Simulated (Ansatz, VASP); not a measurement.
## Two plane-wave programs on AlC18

```
C Al
1.0
     7.39800    0.00000    0.00000
    -3.69900    6.40686    0.00000
     0.00000    0.00000   13.00000
C Al
18 1
Direct
  0.99710 0.00462 0.07592
  0.21901 0.11560 0.07617
  0.99623 0.33835 0.07617
  0.21792 0.44839 0.07611
  0.99625 0.67005 0.07619
  0.21793 0.78172 0.07611
  0.32902 0.00394 0.07608
  0.55070 0.11560 0.07614
  0.32902 0.33728 0.07610
  0.55070 0.44730 0.07617
  0.32795 0.67007 0.07617
  0.54987 0.78101 0.07596
  0.66167 0.00463 0.07596
  0.88529 0.11643 0.07596
  0.66237 0.33728 0.07608
  0.88458 0.44837 0.07611
  0.66169 0.66920 0.07592
  0.88530 0.78100 0.07593
  0.77223 0.89410 0.24382
```

Alike in both runs: functional PBE; dispersion D3(BJ); k mesh 2 × 2 × 1; occupations gaussian, width 0.02 eV; collinear spin.

Ansatz relaxed the structure, and its values are those at the end. VASP's run is a single point on that final structure, the one shown.

```csv
,VASP,Ansatz
version,VASP 6.6.1,Ansatz 0.2.0
potentials or method,"VASP PAW PBE potentials, release 64 (C, Al), cutoff 520 eV","scalar-relativistic, plane waves, PAW"
valence electrons in the cell,75,75
```

```csv
,VASP,Ansatz,Ansatz less VASP
rms of the force components (eV/Å),0.004,0.003,-0.0005
net moment per atom (μB),0.00,0.00,0.000
```

Ansatz's warnings: dispersion switch in reach, filled band counts differ across k points, relaxed geometry near dispersion switch, seeded moment not kept.

The k mesh is coarse, so the values compare programs but aren't converged.
